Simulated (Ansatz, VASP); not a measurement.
**ZnS in VASP and in Ansatz**

```
CELL_PARAMETERS angstrom
3.80627 0.00000 0.00000
-1.90313 3.29632 0.00000
0.00000 0.00000 6.24640
ATOMIC_POSITIONS crystal
Zn 0.33333 0.66667 0.00539
Zn 0.66667 0.33333 0.50539
S 0.33333 0.66667 0.37961
S 0.66667 0.33333 0.87961
```

Alike in both runs: functional r2SCAN; k mesh 9 × 9 × 4; occupations gaussian, width 0.02 eV; no spin polarisation.

Ansatz relaxed the structure, and its values are those at the end. VASP's run is a single point on that final structure, the one shown.

```csv
,VASP,Ansatz
version,VASP 6.6.1,Ansatz 0.2.0
potentials or method,"VASP PAW PBE potentials, release 64 (Zn, S), cutoff 520 eV","scalar-relativistic, plane waves, PAW"
valence electrons in the cell,36,36
```

Ansatz gave:

| Item | Value |
| --- | --- |
| gap on the k mesh at the Fermi level (eV) | 2.78 |
| least direct gap on the mesh (eV) | 2.78 |
| pressure (GPa) | 0.0 |

Task: Estimate VASP's values.

Result: gap on the k mesh at the Fermi level (eV): 2.79; least direct gap on the mesh (eV): 2.79; pressure (GPa): 0.0.

VASP's potentials were made for PBE, not for r2SCAN.
